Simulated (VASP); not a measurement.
# Re (Pm-3m) in VASP: further runs

Re is run at these levels: BLYP; tasks: single point.

All numbers are computed with VASP 6.6.1; they aren't measurements. Logs are shortened: lines on timing, memory, paths and dates and some standing lists are left out, and cuts for length are marked.

## 1. The cell of the first run

It takes space group Pm-3m (No. 221, cubic). The conventional cell has a = 2.617 Å, b = 2.617 Å, c = 2.617 Å, α = 90.00°, β = 90.00°, γ = 90.00°. Within 3.5 Å of Re (site symmetry m-3m) lie 6 Re at 2.62 Å.

This isn't the form of Re at room conditions, which is hcp.

## 2. Single point, BLYP (17.93 Å³/atom)

INCAR

```
SYSTEM = Re
PREC = Accurate
ENCUT = 520
EDIFF = 1E-6
ISMEAR = -1
SIGMA = 0.1
LREAL = .False.
LASPH = .True.
NELM = 60
ALGO = Normal
ISIF = 2
LWAVE = .False.
LCHARG = .False.
GGA = B5
ALDAX = 1.0
AGGAX = 1.0
AGGAC = 1.0
ALDAC = 0.0
NBANDS = 10
```

KPOINTS

```
Automatic mesh
0
Gamma
  13 13 13
  0 0 0
```

POSCAR

```
Re
1.0
    2.6171816759      0.0000000000      0.0000000000
    0.0000000000      2.6171816759      0.0000000000
    0.0000000000      0.0000000000      2.6171816759
Re
1
Direct
    0.0000000000      0.0000000000      0.0000000000
```

Potentials or basis: VASP PAW PBE potentials, release 64 (Re).

Command:

```bash
> cat potpaw_PBE.64/Re/POTCAR > POTCAR
> mpirun -np 1 vasp_std > vasp.out
```

OUTCAR:

```text
SYSTEM = Re
   PREC = Accurate
   ENCUT = 520
   EDIFF = 1E-6
   ISMEAR = -1
   LREAL = .False.
   LASPH = .True.
   NELM = 60
   ISIF = 2
   GGA = B5

 ion  position               nearest neighbor table
   1  0.000  0.000  0.000-

  LATTYP: Found a simple cubic cell.
 ALAT       =     2.6171816759

  Lattice vectors:

 A1 = (   2.6171816759,   0.0000000000,   0.0000000000)
 A2 = (   0.0000000000,   2.6171816759,   0.0000000000)
 A3 = (   0.0000000000,   0.0000000000,   2.6171816759)

Analysis of symmetry for initial positions (statically):
=====================================================================
 Subroutine PRICEL returns:
 Original cell was already a primitive cell.

 Routine SETGRP: Setting up the symmetry group for a
 simple cubic supercell.

 Subroutine GETGRP returns: Found 48 space group operations
 (whereof 48 operations were pure point group operations)
 out of a pool of 48 trial point group operations.

The static configuration has the point symmetry O_h .

Analysis of symmetry for dynamics (positions and initial velocities):
=====================================================================
 Subroutine PRICEL returns:
 Original cell was already a primitive cell.

 Routine SETGRP: Setting up the symmetry group for a
 simple cubic supercell.

 Subroutine GETGRP returns: Found 48 space group operations
 (whereof 48 operations were pure point group operations)
 out of a pool of 48 trial point group operations.

The dynamic configuration has the point symmetry O_h .

 Subroutine INISYM returns: Found 48 space group operations
 (whereof 48 operations are pure point group operations),
 and found     1 'primitive' translations

----------------------------------------------------------------------------------------

                                     Primitive cell

  volume of cell :      17.9268

  direct lattice vectors                    reciprocal lattice vectors
     2.617181676  0.000000000  0.000000000     0.382090403  0.000000000  0.000000000
     0.000000000  2.617181676  0.000000000     0.000000000  0.382090403  0.000000000
     0.000000000  0.000000000  2.617181676     0.000000000  0.000000000  0.382090403

  length of vectors
     2.617181676  2.617181676  2.617181676     0.382090403  0.382090403  0.382090403

  position of ions in fractional coordinates (direct lattice)
     0.000000000  0.000000000  0.000000000

  ion indices of the primitive-cell ions
[... 77 lines left out ...]
   NSW    =      0    number of steps for IOM
   IBRION =     -1    ionic relax: 0-MD 1-quasi-New 2-CG
   NFREE  =      0    steps in history (QN), initial steepest desc. (CG)
   ISIF   =      2    stress and relaxation
   ISYM   =      2    0-nonsym 1-usesym 2-fastsym
   POTIM  = 0.5000    time-step for ionic-motion
   TEBEG  =    0.0;   TEEND  =   0.0 temperature during run
   PSTRESS=    0.0 pullay stress
   NELECT =       7.0000    total number of electrons
   NUPDOWN=      -1.0000    fix difference up-down
   EMIN   =  10.00;   EMAX   =-10.00  energy-range for DOS
   EFERMI =   0.00;   METHOD = LEGACY
   ISMEAR =    -1;   SIGMA  =   0.10  broadening in eV -4-tet -1-fermi 0-gaus
   EFERMI_NEDOS =   21; number of points for ismear=-14 and -15
   IALGO  =     38    algorithm
   IMIX   =      4    mixing-type and parameters
     AMIX     =   0.40;   BMIX     =  1.00
     AMIX_MAG =   1.60;   BMIX_MAG =  1.00
  volume/ion in A,a.u.               =      17.93       120.98
  Fermi-wavevector in a.u.,A,eV,Ry     =   1.196576  2.261201 19.480743  1.431794
  Thomas-Fermi vector in A             =   2.332513
   LORBIT       =      0    0 simple, 1 ext, 2 COOP (PROOUT), +10 PAW based schemes
   GGA     = B5    functional components
   LHFCALC =     F    Hartree Fock is set to
   AEXX    =    0.0000 exact exchange contribution
   IVDW    =     0    specifies the selected vdW correction
   LEPSILON=     F    determine dielectric tensor
   LRPA    =     F    only Hartree local field effects (RPA)
 non-spin polarized calculation
  energy-cutoff  :      520.00
  volume of cell :       17.93
 maximum number of plane-waves:       494
 NGX is ok and might be reduce to    20
   NGX =  9   NGY =  9   NGZ =  9

 number of electron       7.0000001 magnetization

 Free energy of the ion-electron system (eV)
  ---------------------------------------------------
  ext. energy  EPLUGINS =         0.00000000
  ---------------------------------------------------
  free energy    TOTEN  =        -9.71886653 eV

  energy without entropy =       -9.67469810  energy(sigma->0) =       -9.69678231

 E-fermi :   6.6925     XC(G=0): -11.7992

 val. band max:        6.6695348934   @ k =   0.4615   0.4615   0.0769
 cond. band min:       6.7469139539   @ k =   0.3077   0.2308   0.0000
 fundamental gap:      0.0773790605
 Fermi energy:         6.6925120501

 k-point     1 :       0.0000    0.0000    0.0000
  band No.  band energies     occupation
      1      -1.9936      2.00000
      2       1.6530      2.00000
      3       1.6531      2.00000
      4       9.9148      0.00000
      5       9.9148      0.00000
      6       9.9148      0.00000
      7      21.8214      0.00000
      8      21.8214      0.00000
      9      21.8214      0.00000
     10      27.8632      0.00000
[... 287 lines left out ...]
 k-point    24 :       0.3846    0.3077    0.0000
  band No.  band energies     occupation
      1       1.8893      2.00000
      2       2.5951      2.00000
      3       6.5729      1.53573
      4       7.3242      0.00360
      5       7.9989      0.00000
      6       8.5051      0.00000
      7      15.6751      0.00000
      8      20.1215      0.00000
      9      24.1741      0.00000
     10      28.0208      0.00000

 [... further k-points ...]

------------------------ aborting loop because EDIFF is reached ----------------------------------------

  FORCE on cell =-STRESS in cart. coord.  units (eV):
  Direction    XX          YY          ZZ          XY          YZ          ZX
  --------------------------------------------------------------------------------------
  -------------------------------------------------------------------------------------
  Total        0.0787910      0.0787910      0.0787910      0.0000000      0.0000000     -0.0000000
  in kB        7.0418282      7.0418282      7.0418282      0.0000000      0.0000000     -0.0000000
  external PRESSURE =       7.0418282 kB  Pullay stress =       0.0000000 kB

 VOLUME and BASIS-vectors are now :
 -----------------------------------------------------------------------------
  energy-cutoff  :      520.00
  volume of cell :       17.93
      direct lattice vectors                 reciprocal lattice vectors
     2.617181676  0.000000000  0.000000000     0.382090403  0.000000000  0.000000000
     0.000000000  2.617181676  0.000000000     0.000000000  0.382090403  0.000000000
     0.000000000  0.000000000  2.617181676     0.000000000  0.000000000  0.382090403

 POSITION                                       TOTAL-FORCE (eV/Angst)
 -----------------------------------------------------------------------------------
      0.00000      0.00000      0.00000         0.000000      0.000000      0.000000
 -----------------------------------------------------------------------------------
    total drift:                                0.000000      0.000000      0.000000

  FREE ENERGIE OF THE ION-ELECTRON SYSTEM (eV)
  ---------------------------------------------------
  free  energy   TOTEN  =        -9.7188665296 eV

  energy  without entropy=       -9.6746981001  energy(sigma->0) =       -9.69678231
```

stdout:

```text
POSCAR found type information on POSCAR Re
 POSCAR found :  1 types and       1 ions
 scaLAPACK will be used
 -----------------------------------------------------------------------------
|                                                                             |
|                                                                             |
|     You enforced a specific xc type in the INCAR file but a different       |
|     I HOPE YOU KNOW WHAT YOU ARE DOING!                                     |
|                                                                             |
 -----------------------------------------------------------------------------

 LDA part: xc-table for (Slater(with rela. corr.)+VWN5), standard interpolation
 POSCAR, INCAR and KPOINTS ok, starting setup
 FFT: planning ... GRIDC
 FFT: planning ... GRID_SOFT
 FFT: planning ... GRID
 WAVECAR not read
 entering main loop
```

It took 9.7 s on 1 thread of Intel Xeon Platinum 8375C at 2.90GHz (Ice Lake), shared host; peak memory 0.13 GiB.

Results:

- Free energy: -9.7189 eV
- Pressure: 0.7 GPa
- Band gap on the k mesh: zero (an odd number of electrons rules out a gap without spin polarisation)

Levels at points of the mesh, in eV from the Fermi level:
```
           k point  band 1  band 2  band 3  band 4  band 5  band 6
(0.00, 0.00, 0.00)   -8.69   -5.04   -5.04    3.22    3.22    3.22
```

Caveat: the PAW data sets were made with another functional, which shifts forces and pressure a little; spin-orbit coupling is left out, which moves the levels of the heavy elements.

## 3. Single point, BLYP (18.64 Å³/atom)

This run uses another cell than the first one, of 18.64 Å³/atom.

INCAR

```
SYSTEM = Re
AGGAC = 1.0
AGGAX = 1.0
ALDAC = 0.0
ALDAX = 1.0
ALGO = Normal
EDIFF = 1E-7
ENCUT = 520
GGA = B5
ISIF = 2
ISMEAR = -1
LASPH = .True.
LCHARG = .False.
LREAL = .False.
LWAVE = .False.
NBANDS = 10
NELM = 100
PREC = Accurate
SIGMA = 0.1
```

KPOINTS

```
k-points
0
Gamma
  13 13 13
  0 0 0
```

POSCAR

```
Re
1.0
    2.6516222264      0.0000000000      0.0000000000
    0.0000000000      2.6516222264      0.0000000000
    0.0000000000      0.0000000000      2.6516222264
Re
1
Direct
    0.0000000000      0.0000000000      0.0000000000
```

Potentials or basis: VASP PAW PBE potentials, release 64 (Re).

Command:

```bash
> cat potpaw_PBE.64/Re/POTCAR > POTCAR
> mpirun -np 1 vasp_std > vasp.out
```

OUTCAR:

```text
SYSTEM = Re
   EDIFF = 1E-7
   ENCUT = 520
   GGA = B5
   ISIF = 2
   ISMEAR = -1
   LASPH = .True.
   LREAL = .False.
   NELM = 100
   PREC = Accurate

 ion  position               nearest neighbor table
   1  0.000  0.000  0.000-

  LATTYP: Found a simple cubic cell.
 ALAT       =     2.6516222264

  Lattice vectors:

 A1 = (   2.6516222264,   0.0000000000,   0.0000000000)
 A2 = (   0.0000000000,   2.6516222264,   0.0000000000)
 A3 = (   0.0000000000,   0.0000000000,   2.6516222264)

Analysis of symmetry for initial positions (statically):
=====================================================================
 Subroutine PRICEL returns:
 Original cell was already a primitive cell.

 Routine SETGRP: Setting up the symmetry group for a
 simple cubic supercell.

 Subroutine GETGRP returns: Found 48 space group operations
 (whereof 48 operations were pure point group operations)
 out of a pool of 48 trial point group operations.

The static configuration has the point symmetry O_h .

Analysis of symmetry for dynamics (positions and initial velocities):
=====================================================================
 Subroutine PRICEL returns:
 Original cell was already a primitive cell.

 Routine SETGRP: Setting up the symmetry group for a
 simple cubic supercell.

 Subroutine GETGRP returns: Found 48 space group operations
 (whereof 48 operations were pure point group operations)
 out of a pool of 48 trial point group operations.

The dynamic configuration has the point symmetry O_h .

 Subroutine INISYM returns: Found 48 space group operations
 (whereof 48 operations are pure point group operations),
 and found     1 'primitive' translations

----------------------------------------------------------------------------------------

                                     Primitive cell

  volume of cell :      18.6438

  direct lattice vectors                    reciprocal lattice vectors
     2.651622226  0.000000000  0.000000000     0.377127628  0.000000000  0.000000000
     0.000000000  2.651622226  0.000000000     0.000000000  0.377127628  0.000000000
     0.000000000  0.000000000  2.651622226     0.000000000  0.000000000  0.377127628

  length of vectors
     2.651622226  2.651622226  2.651622226     0.377127628  0.377127628  0.377127628

  position of ions in fractional coordinates (direct lattice)
     0.000000000  0.000000000  0.000000000

  ion indices of the primitive-cell ions
   primitive index   ion index
                 1           1

----------------------------------------------------------------------------------------

 KPOINTS: k-points

Automatic generation of k-mesh.
 Grid dimensions read from file:
 generate k-points for:   13   13   13

 Generating k-lattice:

  Cartesian coordinates                     Fractional coordinates (reciprocal lattice)
     0.029009818  0.000000000  0.000000000     0.076923077  0.000000000  0.000000000
     0.000000000  0.029009818  0.000000000     0.000000000  0.076923077  0.000000000
     0.000000000  0.000000000  0.029009818     0.000000000  0.000000000  0.076923077

  Length of vectors
     0.029009818  0.029009818  0.029009818

  Shift w.r.t. Gamma in fractional coordinates (k-lattice)
     0.000000000  0.000000000  0.000000000

 Subroutine IBZKPT returns following result:
 ===========================================

 Found     84 irreducible k-points:

 Following reciprocal coordinates:
            Coordinates               Weight
  0.000000  0.000000  0.000000      1.000000
  0.076923  0.000000  0.000000      6.000000
  0.153846  0.000000  0.000000      6.000000
  0.230769  0.000000  0.000000      6.000000
  0.307692  0.000000  0.000000      6.000000
  0.384615  0.000000  0.000000      6.000000
[... 16 lines left out ...]
  0.307692  0.307692  0.000000     12.000000
  0.384615  0.307692  0.000000     24.000000
 [... further k-points ...]
   k-points           NKPTS =     84   k-points in BZ     NKDIM =     84   number of bands    NBANDS=     10
   number of dos      NEDOS =    301   number of ions     NIONS =      1
   total plane-waves  NPLWV =   8000
   dimension x,y,z NGX =    20 NGY =   20 NGZ =   20
   dimension x,y,z NGXF=    40 NGYF=   40 NGZF=   40
   ions per type =               1
   NGX,Y,Z   is equivalent  to a cutoff of  12.54, 12.54, 12.54 a.u.
   NGXF,Y,Z  is equivalent  to a cutoff of  25.08, 25.08, 25.08 a.u.
 SYSTEM =  Re
   PREC   = accura    normal or accurate (medium, high low for compatibility)
   ISTART =      0    job   : 0-new  1-cont  2-samecut
   ICHARG =      2    charge: 1-file 2-atom 10-const
   ISPIN  =      1    spin polarized calculation?
   LNONCOLLINEAR =      F non collinear calculations
   LSORBIT =      F    spin-orbit coupling
   LASPH  =      T    aspherical Exc in radial PAW
   ENCUT  =  520.0 eV  38.22 Ry    6.18 a.u.   4.93  4.93  4.93*2*pi/ulx,y,z
   NELM   =    100;   NELMIN=  2; NELMDL= -5     # of ELM steps
   EDIFF  = 0.1E-06   stopping-criterion for ELM
   LREAL  =      F    real-space projection
   EDIFFG = 0.1E-05   stopping-criterion for IOM
   NSW    =      0    number of steps for IOM
   IBRION =     -1    ionic relax: 0-MD 1-quasi-New 2-CG
   NFREE  =      0    steps in history (QN), initial steepest desc. (CG)
   ISIF   =      2    stress and relaxation
   ISYM   =      2    0-nonsym 1-usesym 2-fastsym
   POTIM  = 0.5000    time-step for ionic-motion
   TEBEG  =    0.0;   TEEND  =   0.0 temperature during run
   PSTRESS=    0.0 pullay stress
   NELECT =       7.0000    total number of electrons
   NUPDOWN=      -1.0000    fix difference up-down
   EMIN   =  10.00;   EMAX   =-10.00  energy-range for DOS
   EFERMI =   0.00;   METHOD = LEGACY
   ISMEAR =    -1;   SIGMA  =   0.10  broadening in eV -4-tet -1-fermi 0-gaus
   EFERMI_NEDOS =   21; number of points for ismear=-14 and -15
   IALGO  =     38    algorithm
   IMIX   =      4    mixing-type and parameters
     AMIX     =   0.40;   BMIX     =  1.00
     AMIX_MAG =   1.60;   BMIX_MAG =  1.00
  volume/ion in A,a.u.               =      18.64       125.81
  Fermi-wavevector in a.u.,A,eV,Ry     =   1.181034  2.231831 18.977979  1.394842
  Thomas-Fermi vector in A             =   2.317315
   LORBIT       =      0    0 simple, 1 ext, 2 COOP (PROOUT), +10 PAW based schemes
   GGA     = B5    functional components
   LHFCALC =     F    Hartree Fock is set to
   AEXX    =    0.0000 exact exchange contribution
   IVDW    =     0    specifies the selected vdW correction
   LEPSILON=     F    determine dielectric tensor
   LRPA    =     F    only Hartree local field effects (RPA)
 non-spin polarized calculation
  energy-cutoff  :      520.00
  volume of cell :       18.64
 maximum number of plane-waves:       517
 NGX is ok and might be reduce to    20
   NGX =  9   NGY =  9   NGZ =  9

 number of electron       6.9999999 magnetization

 Free energy of the ion-electron system (eV)
  ---------------------------------------------------
  ext. energy  EPLUGINS =         0.00000000
  ---------------------------------------------------
  free energy    TOTEN  =        -9.70285268 eV

  energy without entropy =       -9.65710789  energy(sigma->0) =       -9.67998029

 E-fermi :   6.2628     XC(G=0): -11.5983

 val. band max:        6.2465915169   @ k =   0.4615   0.4615   0.0769
 cond. band min:       6.2918941113   @ k =   0.3077   0.2308   0.0000
 fundamental gap:      0.0453025944
 Fermi energy:         6.2627890116

 k-point     1 :       0.0000    0.0000    0.0000
  band No.  band energies     occupation
      1      -2.1678      2.00000
      2       1.4699      2.00000
      3       1.4699      2.00000
      4       9.2867      0.00000
      5       9.2867      0.00000
      6       9.2867      0.00000
      7      21.0684      0.00000
      8      21.0684      0.00000
      9      21.0684      0.00000
     10      26.9385      0.00000
[... 287 lines left out ...]
 k-point    24 :       0.3846    0.3077    0.0000
  band No.  band energies     occupation
      1       1.6816      2.00000
      2       2.3516      2.00000
      3       6.1089      1.64656
      4       6.8605      0.00506
      5       7.4935      0.00001
      6       7.9693      0.00000
      7      14.9208      0.00000
      8      19.2710      0.00000
      9      23.3535      0.00000
     10      27.0942      0.00000

 [... further k-points ...]

------------------------ aborting loop because EDIFF is reached ----------------------------------------

  FORCE on cell =-STRESS in cart. coord.  units (eV):
  Direction    XX          YY          ZZ          XY          YZ          ZX
  --------------------------------------------------------------------------------------
  -------------------------------------------------------------------------------------
  Total       -0.8946529     -0.8946529     -0.8946529      0.0000000     -0.0000000      0.0000000
  in kB      -76.8829812    -76.8829812    -76.8829812      0.0000000     -0.0000000      0.0000000
  external PRESSURE =     -76.8829812 kB  Pullay stress =       0.0000000 kB

 VOLUME and BASIS-vectors are now :
 -----------------------------------------------------------------------------
  energy-cutoff  :      520.00
  volume of cell :       18.64
      direct lattice vectors                 reciprocal lattice vectors
     2.651622226  0.000000000  0.000000000     0.377127628  0.000000000  0.000000000
     0.000000000  2.651622226  0.000000000     0.000000000  0.377127628  0.000000000
     0.000000000  0.000000000  2.651622226     0.000000000  0.000000000  0.377127628

 POSITION                                       TOTAL-FORCE (eV/Angst)
 -----------------------------------------------------------------------------------
      0.00000      0.00000      0.00000         0.000000      0.000000      0.000000
 -----------------------------------------------------------------------------------
    total drift:                                0.000000      0.000000      0.000000

  FREE ENERGIE OF THE ION-ELECTRON SYSTEM (eV)
  ---------------------------------------------------
  free  energy   TOTEN  =        -9.7028526787 eV

  energy  without entropy=       -9.6571078936  energy(sigma->0) =       -9.67998029
```

Wall time 13 s (1 thread of Intel Xeon Platinum 8375C at 2.90GHz (Ice Lake), shared host); peak memory 0.13 GiB.

What came out:

* Free energy: -9.7029 eV
* Pressure: -7.7 GPa
* Band gap on the k mesh: zero (an odd number of electrons rules out a gap without spin polarisation)

Levels at points of the mesh, in eV from the Fermi level:
```
           k point  band 1  band 2  band 3  band 4  band 5  band 6  band 7
(0.00, 0.00, 0.00)   -8.43   -4.79   -4.79    3.02    3.02    3.02   14.81
```

Caveat: the cell stands under tension; the PAW data sets were made with another functional, which shifts forces and pressure a little; spin-orbit coupling is left out, which moves the levels of the heavy elements.
